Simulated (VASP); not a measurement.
# NaNbGaP3O12 (R3c) in VASP: electric field gradients with PBE

Aim: the electric field gradients of NaNbGaP3O12 with PBE.

Everything below comes from runs of VASP 6.6.1. Logs are shortened: lines on timing, memory, paths and dates and some standing lists are left out, and cuts for length are marked.

**1. The cell of the first run**

The structure is trigonal, space group R3c (No. 161). Conventional cell: a = 8.665 Å, b = 8.665 Å, c = 22.547 Å, α = 90.00°, β = 90.00°, γ = 120.00°. Na (site symmetry 3) has 12 O at 2.50 to 3.61 Å and 1 Ga at 3.25 Å and 1 Nb at 3.35 Å and 6 P at 3.52 to 3.73 Å within 3.8 Å. Within 2.6 Å of Nb (site symmetry 3) lie 6 O at 1.98 to 2.00 Å. Within 2.6 Å of Ga (site symmetry 3) lie 6 O at 1.96 to 2.01 Å. P (site symmetry 1) has 4 O at 1.52 to 1.58 Å within 2.0 Å. O (site symmetry 1) has 1 P at 1.52 Å and 1 Ga at 1.96 Å within 2.0 Å. Within 2.1 Å of O (site symmetry 1) lie 1 P at 1.57 Å and 1 Nb at 1.98 Å. O (site symmetry 1) has 1 P at 1.52 Å and 1 Ga at 2.01 Å within 2.1 Å. O (site symmetry 1) has 1 P at 1.58 Å and 1 Nb at 2.00 Å within 2.1 Å.

**2. Electric field gradients, PBE**

INCAR reads:

```
SYSTEM = NaNbGaP3O12
ALGO = Normal
EDIFF = 1E-8
ENCUT = 520
GGA = PE
ISIF = 2
ISMEAR = -1
LASPH = .TRUE.
LCHARG = .FALSE.
LEFG = .TRUE.
LREAL = Auto
LWAVE = .FALSE.
NBANDS = 144
NELM = 80
PREC = Accurate
SIGMA = 0.02
```

KPOINTS reads:

```
k-points
0
G
  3 3 3
  0 0 0
```

POSCAR reads:

```
NaNbGaP3O12
1.0
    4.3323486484      2.5012826584      7.5155239200
   -4.3323486484      2.5012826584      7.5155239200
    0.0000000000     -5.0025653168      7.5155239200
Na Nb Ga P O
2 2 2 6 24
Direct
    0.5036345200      0.5036345200      0.5036345200
    0.0036345200      0.0036345200      0.0036345200
    0.3550384100      0.3550384100      0.3550384100
    0.8550384100      0.8550384100      0.8550384100
    0.6479179300      0.6479179300      0.6479179300
    0.1479179300      0.1479179300      0.1479179300
    0.7573061500      0.0327841200      0.4560358900
    0.4560358900      0.7573061500      0.0327841200
    0.0327841200      0.4560358900      0.7573061500
    0.5327841200      0.2573061500      0.9560358900
    0.9560358900      0.5327841200      0.2573061500
    0.2573061500      0.9560358900      0.5327841200
    0.7270345000      0.8668508100      0.4872541700
    0.4872541700      0.7270345000      0.8668508100
    0.8668508100      0.4872541700      0.7270345000
    0.3668508100      0.2270345000      0.9872541700
    0.9872541700      0.3668508100      0.2270345000
    0.2270345000      0.9872541700      0.3668508100
    0.2749458600      0.1334172700      0.5069966300
    0.5069966300      0.2749458600      0.1334172700
    0.1334172700      0.5069966300      0.2749458600
    0.6334172700      0.7749458600      0.0069966300
    0.0069966300      0.6334172700      0.7749458600
    0.7749458600      0.0069966300      0.6334172700
    0.4251976000      0.7798315900      0.5672401300
    0.5672401300      0.4251976000      0.7798315900
    0.7798315900      0.5672401300      0.4251976000
    0.2798315900      0.9251976000      0.0672401300
    0.0672401300      0.2798315900      0.9251976000
    0.9251976000      0.0672401300      0.2798315900
    0.5775004600      0.2150059700      0.4360080000
    0.4360080000      0.5775004600      0.2150059700
    0.2150059700      0.4360080000      0.5775004600
    0.7150059700      0.0775004600      0.9360080000
    0.9360080000      0.7150059700      0.0775004600
    0.0775004600      0.9360080000      0.7150059700
```

Potentials or basis: VASP PAW PBE potentials, release 64 (Na_pv, Nb_sv, Ga_d, P, O).

Command:

```bash
$ cat potpaw_PBE.64/Na_pv/POTCAR potpaw_PBE.64/Nb_sv/POTCAR potpaw_PBE.64/Ga_d/POTCAR potpaw_PBE.64/P/POTCAR potpaw_PBE.64/O/POTCAR > POTCAR
$ mpirun -np 1 vasp_std > vasp.out
```

OUTCAR:

```text
SYSTEM = NaNbGaP3O12
   EDIFF = 1E-8
   ENCUT = 520
   GGA = PE
   ISIF = 2
   ISMEAR = -1
   LASPH = .TRUE.
   LREAL = Auto
   NELM = 80
   PREC = Accurate

 ion  position               nearest neighbor table
   1  0.504  0.504  0.504-
   2  0.004  0.004  0.004-
   3  0.355  0.355  0.355-  21 1.98  20 1.98  19 1.98  31 2.00  33 2.00  32 2.00
   4  0.855  0.855  0.855-  23 1.98  24 1.98  22 1.98  34 2.00  35 2.00  36 2.00
   5  0.648  0.648  0.648-  15 1.96  14 1.96  13 1.96  25 2.01  27 2.01  26 2.01
   6  0.148  0.148  0.148-  17 1.96  18 1.96  16 1.96  28 2.01  29 2.01  30 2.01
   7  0.757  0.033  0.456-  30 1.52  13 1.52  24 1.57  31 1.58
   8  0.456  0.757  0.033-  28 1.52  14 1.52  22 1.57  32 1.58
   9  0.033  0.456  0.757-  29 1.52  15 1.52  23 1.57  33 1.58
  10  0.533  0.257  0.956-  26 1.52  16 1.52  20 1.57  34 1.58
  11  0.956  0.533  0.257-  27 1.52  17 1.52  21 1.57  35 1.58
  12  0.257  0.956  0.533-  25 1.52  18 1.52  19 1.57  36 1.58
  13  0.727  0.867  0.487-   7 1.52   5 1.96
  14  0.487  0.727  0.867-   8 1.52   5 1.96
  15  0.867  0.487  0.727-   9 1.52   5 1.96
  16  0.367  0.227  0.987-  10 1.52   6 1.96
  17  0.987  0.367  0.227-  11 1.52   6 1.96
  18  0.227  0.987  0.367-  12 1.52   6 1.96
[... 16 lines left out ...]
  35  0.936  0.715  0.078-  11 1.58   4 2.00
  36  0.078  0.936  0.715-  12 1.58   4 2.00

  LATTYP: Found a trigonal (rhomboedric) cell.
 ALAT       =     9.0282201757
 COS(alpha) =     0.5394545343

  Lattice vectors:

 A1 = (   4.3323486484,   2.5012826584,   7.5155239200)
 A2 = (  -4.3323486484,   2.5012826584,   7.5155239200)
 A3 = (   0.0000000000,  -5.0025653168,   7.5155239200)

Analysis of symmetry for initial positions (statically):
=====================================================================
 Subroutine PRICEL returns:
 Original cell was already a primitive cell.

 Routine SETGRP: Setting up the symmetry group for a
 trigonal (rhombohedral) supercell.

 Subroutine GETGRP returns: Found  6 space group operations
 (whereof  3 operations were pure point group operations)
 out of a pool of 12 trial point group operations.

The static configuration has the point symmetry C_3 .
 The point group associated with its full space group is C_3v.

Analysis of symmetry for dynamics (positions and initial velocities):
=====================================================================
 Subroutine PRICEL returns:
 Original cell was already a primitive cell.

 Routine SETGRP: Setting up the symmetry group for a
 trigonal (rhombohedral) supercell.

 Subroutine GETGRP returns: Found  6 space group operations
 (whereof  3 operations were pure point group operations)
 out of a pool of 12 trial point group operations.

The dynamic configuration has the point symmetry C_3 .
 The point group associated with its full space group is C_3v.

 Subroutine INISYM returns: Found  6 space group operations
 (whereof  3 operations are pure point group operations),
 and found     1 'primitive' translations

----------------------------------------------------------------------------------------

                                     Primitive cell

  volume of cell :     488.6486

  direct lattice vectors                    reciprocal lattice vectors
     4.332348648  2.501282658  7.515523920     0.115410841  0.066632480  0.044352641
    -4.332348648  2.501282658  7.515523920    -0.115410841  0.066632480  0.044352641
     0.000000000 -5.002565317  7.515523920     0.000000000 -0.133264960  0.044352641

  length of vectors
     9.028220176  9.028220176  9.028220176     0.140451794  0.140451794  0.140451794

  position of ions in fractional coordinates (direct lattice)
     0.503634520  0.503634520  0.503634520
     0.003634520  0.003634520  0.003634520
     0.355038410  0.355038410  0.355038410
     0.855038410  0.855038410  0.855038410
     0.647917930  0.647917930  0.647917930
     0.147917930  0.147917930  0.147917930
[... 28 lines left out ...]
     0.936008000  0.715005970  0.077500460
[... 98 lines left out ...]
   NFREE  =      0    steps in history (QN), initial steepest desc. (CG)
   ISIF   =      2    stress and relaxation
   ISYM   =      2    0-nonsym 1-usesym 2-fastsym
   POTIM  = 0.5000    time-step for ionic-motion
   TEBEG  =    0.0;   TEEND  =   0.0 temperature during run
   PSTRESS=    0.0 pullay stress
   NELECT =     240.0000    total number of electrons
   NUPDOWN=      -1.0000    fix difference up-down
   EMIN   =  10.00;   EMAX   =-10.00  energy-range for DOS
   EFERMI =   0.00;   METHOD = LEGACY
   ISMEAR =    -1;   SIGMA  =   0.02  broadening in eV -4-tet -1-fermi 0-gaus
   EFERMI_NEDOS =   21; number of points for ismear=-14 and -15
   IALGO  =     38    algorithm
   IMIX   =      4    mixing-type and parameters
     AMIX     =   0.40;   BMIX     =  1.00
     AMIX_MAG =   1.60;   BMIX_MAG =  1.00
  volume/ion in A,a.u.               =      13.57        91.60
  Fermi-wavevector in a.u.,A,eV,Ry     =   1.291654  2.440873 22.699569  1.668371
  Thomas-Fermi vector in A             =   2.423411
   LORBIT       =      0    0 simple, 1 ext, 2 COOP (PROOUT), +10 PAW based schemes
   GGA     = PE    functional components
   LHFCALC =     F    Hartree Fock is set to
   AEXX    =    0.0000 exact exchange contribution
   IVDW    =     0    specifies the selected vdW correction
   LEPSILON=     F    determine dielectric tensor
   LRPA    =     F    only Hartree local field effects (RPA)
 non-spin polarized calculation
  energy-cutoff  :      520.00
  volume of cell :      488.65
 maximum number of plane-waves:     13175
 NGX is ok and might be reduce to    70
   NGX = 33   NGY = 33   NGZ = 33

 number of electron     239.9999990 magnetization

 Free energy of the ion-electron system (eV)
  ---------------------------------------------------
  ext. energy  EPLUGINS =         0.00000000
  ---------------------------------------------------
  free energy    TOTEN  =      -263.16604248 eV

  energy without entropy =     -263.16604248  energy(sigma->0) =     -263.16604248

 E-fermi :   1.8322     XC(G=0):  -9.1359

 val. band max:        1.2135394576   @ k =   0.0000   0.0000   0.0000
 cond. band min:       3.8240539275   @ k =   0.0000   0.0000   0.0000
 fundamental gap:      2.6105144699
 Fermi energy:         1.8322354302

 k-point     1 :       0.0000    0.0000    0.0000
  band No.  band energies     occupation
      1     -54.6082      2.00000
      2     -54.6082      2.00000
      3     -30.7201      2.00000
      4     -30.7191      2.00000
      5     -30.6659      2.00000
      6     -30.6659      2.00000
[... 799 lines left out ...]
    131       7.7491      0.00000
    132       7.9267      0.00000
 [bands above 132 left out]

------------------------ aborting loop because EDIFF is reached ----------------------------------------

  FORCE on cell =-STRESS in cart. coord.  units (eV):
  Direction    XX          YY          ZZ          XY          YZ          ZX
  --------------------------------------------------------------------------------------
  -------------------------------------------------------------------------------------
  Total       -4.5509012     -4.5509012     -6.4605709      0.0000000     -0.0000000      0.0000000
  in kB      -14.9214595    -14.9214595    -21.1828698      0.0000000     -0.0000000      0.0000000
  external PRESSURE =     -17.0085963 kB  Pullay stress =       0.0000000 kB

 VOLUME and BASIS-vectors are now :
 -----------------------------------------------------------------------------
  energy-cutoff  :      520.00
  volume of cell :      488.65
      direct lattice vectors                 reciprocal lattice vectors
     4.332348648  2.501282658  7.515523920     0.115410841  0.066632480  0.044352641
    -4.332348648  2.501282658  7.515523920    -0.115410841  0.066632480  0.044352641
     0.000000000 -5.002565317  7.515523920     0.000000000 -0.133264960  0.044352641

 POSITION                                       TOTAL-FORCE (eV/Angst)
 -----------------------------------------------------------------------------------
      0.00000      0.00000     11.35523         0.000000      0.000000      0.209108
      0.00000      0.00000      0.08195         0.000000      0.000000      0.209108
      0.00000      0.00000      8.00490         0.000000      0.000000      0.017628
      0.00000      0.00000     19.27818         0.000000      0.000000      0.017628
      0.00000      0.00000     14.60833         0.000000      0.000000      0.035189
      0.00000      0.00000      3.33504         0.000000      0.000000      0.035189
[... 28 lines left out ...]
      0.95746      3.74195     12.99069        -0.155021      0.224124     -0.209543
     -3.71935     -1.04179     12.99069        -0.116587     -0.246314     -0.209543
 -----------------------------------------------------------------------------------
    total drift:                                0.000000     -0.000000     -0.009017

  FREE ENERGIE OF THE ION-ELECTRON SYSTEM (eV)
  ---------------------------------------------------
  free  energy   TOTEN  =      -263.1660424816 eV

  energy  without entropy=     -263.1660424816  energy(sigma->0) =     -263.16604248

 Electric field gradients (V/A^2)
---------------------------------------------------------------------
 ion       V_xx      V_yy      V_zz      V_xy      V_xz      V_yz
---------------------------------------------------------------------
   1       5.083     5.083   -10.167     0.000    -0.000     0.000
   2       5.083     5.083   -10.167     0.000     0.000     0.000
   3       2.064     2.064    -4.128    -0.000     0.000    -0.000
   4       2.064     2.064    -4.128     0.000    -0.000    -0.000
   5      -0.549    -0.549     1.097    -0.000     0.000    -0.000
   6      -0.549    -0.549     1.097    -0.000    -0.000    -0.000
[... 28 lines left out ...]
  35     -10.029    42.977   -32.948   -66.963    12.843   -17.234
  36     -28.266    61.214   -32.948    56.434     8.504    19.740
---------------------------------------------------------------------

 Electric field gradients after diagonalization (V/A^2)
 (convention: |V_zz| > |V_xx| > |V_yy|)
----------------------------------------------------------------------
 ion       V_xx      V_yy      V_zz     asymmetry (V_yy - V_xx)/ V_zz
----------------------------------------------------------------------
   1       5.083     5.083   -10.167       0.000
   2       5.083     5.083   -10.167       0.000
   3       2.064     2.064    -4.128       0.000
   4       2.064     2.064    -4.128       0.000
   5      -0.549    -0.549     1.097       0.000
   6      -0.549    -0.549     1.097       0.000
[... 28 lines left out ...]
  35     -55.588   -36.589    92.176       0.206
  36     -55.588   -36.589    92.176       0.206
----------------------------------------------------------------------

           NMR quadrupolar parameters

 Cq : quadrupolar parameter    Cq=e*Q*V_zz/h
 eta: asymmetry parameters     (V_yy - V_xx)/ V_zz
 Q  : nuclear electric quadrupole moment in mb (millibarn)
----------------------------------------------------------------------
 ion       Cq(MHz)       eta       Q (mb)
----------------------------------------------------------------------
   1      -0.025       0.000       1.000
   2      -0.025       0.000       1.000
   3      -0.010       0.000       1.000
   4      -0.010       0.000       1.000
   5       0.003       0.000       1.000
   6       0.003       0.000       1.000
[... 28 lines left out ...]
  35       0.223       0.206       1.000
  36       0.223       0.206       1.000
----------------------------------------------------------------------
```

Run time: 49 min. Hardware: 1 thread of AMD EPYC 7R43 (Zen 3), shared host; peak memory 0.82 GiB.

Results:

- Free energy: -263.1660 eV
- Pressure: -1.7 GPa
- Largest force: 0.480 eV/Å
- Band gap on the k mesh: 2.61 eV
- Largest electric field gradient by atom: Na -10.2; Nb -4.1; Ga +1.1; P -35.0; O +113.2, +92.2, +106.2 (each value once) V/Å²

Forces on the atoms (eV/Å):
```
Na   0.000  0.000  0.209
Na   0.000  0.000  0.209
Nb   0.000  0.000  0.018
Nb   0.000  0.000  0.018
Ga   0.000  0.000  0.035
Ga   0.000  0.000  0.035
P    0.045 -0.224 -0.109
P    0.171  0.151 -0.109
P   -0.216  0.072 -0.109
P   -0.045 -0.224 -0.109
P    0.216  0.072 -0.109
P   -0.171  0.151 -0.109
O   -0.015  0.018  0.014
O   -0.008 -0.022  0.014
O    0.023  0.004  0.014
O    0.015  0.018  0.014
O   -0.023  0.004  0.014
O    0.008 -0.022  0.014
O    0.000  0.419  0.235
O   -0.363 -0.210  0.235
O    0.363 -0.209  0.235
O    0.000  0.419  0.235
O   -0.363 -0.209  0.235
O    0.363 -0.210  0.235
O    0.201  0.006 -0.017
O   -0.106  0.171 -0.017
O   -0.096 -0.177 -0.017
O   -0.201  0.006 -0.017
O    0.096 -0.177 -0.017
O    0.106  0.171 -0.017
O   -0.272  0.022 -0.210
O    0.117 -0.246 -0.210
O    0.155  0.224 -0.210
O    0.272  0.022 -0.210
O   -0.155  0.224 -0.210
O   -0.117 -0.246 -0.210
```

Levels at points of the mesh, in eV from the valence-band top:
```tsv
k point	band 118	band 119	band 120	band 121	band 122	band 123
(0.00, 0.00, 0.00)	-0.27	-0.27	0.00	2.61	2.72	2.72
```

Electric field gradients, principal values (V/Å²):
| atom | least | middle | greatest (by size) |
| --- | --- | --- | --- |
| 1 Na | 5.083 | 5.083 | -10.167 |
| 2 Na | 5.083 | 5.083 | -10.167 |
| 3 Nb | 2.064 | 2.064 | -4.128 |
| 4 Nb | 2.064 | 2.064 | -4.128 |
| 5 Ga | -0.549 | -0.549 | 1.097 |
| 6 Ga | -0.549 | -0.549 | 1.097 |
| 7 P | 8.684 | 26.338 | -35.021 |
| 8 P | 8.684 | 26.338 | -35.021 |
| 9 P | 8.684 | 26.338 | -35.021 |
| 10 P | 8.684 | 26.338 | -35.021 |
| 11 P | 8.684 | 26.338 | -35.021 |
| 12 P | 8.684 | 26.338 | -35.021 |
| 13 O | -47.365 | -65.809 | 113.174 |
| 14 O | -47.365 | -65.809 | 113.174 |
| 15 O | -47.365 | -65.809 | 113.174 |
| 16 O | -47.365 | -65.809 | 113.174 |
| 17 O | -47.365 | -65.809 | 113.174 |
| 18 O | -47.365 | -65.809 | 113.174 |
| 19 O | -44.757 | -47.423 | 92.180 |
| 20 O | -44.757 | -47.423 | 92.180 |
| 21 O | -44.757 | -47.423 | 92.180 |
| 22 O | -44.757 | -47.423 | 92.180 |
| 23 O | -44.757 | -47.423 | 92.180 |
| 24 O | -44.757 | -47.423 | 92.180 |
| 25 O | -35.019 | -71.162 | 106.181 |
| 26 O | -35.019 | -71.162 | 106.181 |
| 27 O | -35.019 | -71.162 | 106.181 |
| 28 O | -35.019 | -71.162 | 106.181 |
| 29 O | -35.019 | -71.162 | 106.181 |
| 30 O | -35.019 | -71.162 | 106.181 |
| 31 O | -36.589 | -55.588 | 92.176 |
| 32 O | -36.589 | -55.588 | 92.176 |
| 33 O | -36.589 | -55.588 | 92.176 |
| 34 O | -36.589 | -55.588 | 92.176 |
| 35 O | -36.589 | -55.588 | 92.176 |
| 36 O | -36.589 | -55.588 | 92.176 |

Caveat: without QUAD_EFG the Cq values of the log hold for a quadrupole moment of 1 mb, not for the nuclei. A k mesh can miss the band edges.
